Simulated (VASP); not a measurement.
Pb, 1 atom in the cell. Symmetry: Fm-3m, No. 225, cubic system. The conventional cell has a = 4.849 Å, b = 4.849 Å, c = 4.849 Å, α = 90.00°, β = 90.00°, γ = 90.00°. Within 4.5 Å of Pb (site symmetry m-3m) lie 12 Pb at 3.43 Å. 

```yaml
Program: VASP 6.6.1
Task: single point
Functional: RPBE
Dispersion: D3(BJ)
Potentials_or_basis: VASP PAW PBE potentials, release 64 (Pb_d)
Cutoff: 520 eV
k_mesh: 7 × 7 × 7
Occupations: methfessel-paxton, width 0.01 eV
Spin: non-collinear spin, zero start, spin-orbit coupling
Starting_moments: "[[0.0, 0.0, 0.0]] μB"
Dipole_correction: no
Further_INCAR_settings: ALGO = Fast; EDIFF = 1e-06; NBANDS = 25
```

Potentials or basis: VASP PAW PBE potentials, release 64 (Pb_d).

Command:

```console
$ cat potpaw_PBE.64/Pb_d/POTCAR > POTCAR
$ mpirun -np 1 vasp_ncl > vasp.out
```

Hardware: 1 thread of Intel Xeon 8259CL, with other jobs on the host.

Task: How long does it take, and how much memory?

Result: Run time: 73 s on 1 thread of Intel Xeon 8259CL, on a shared host, peak memory 0.25 GiB. Counts: scf iterations 13, k points 20.
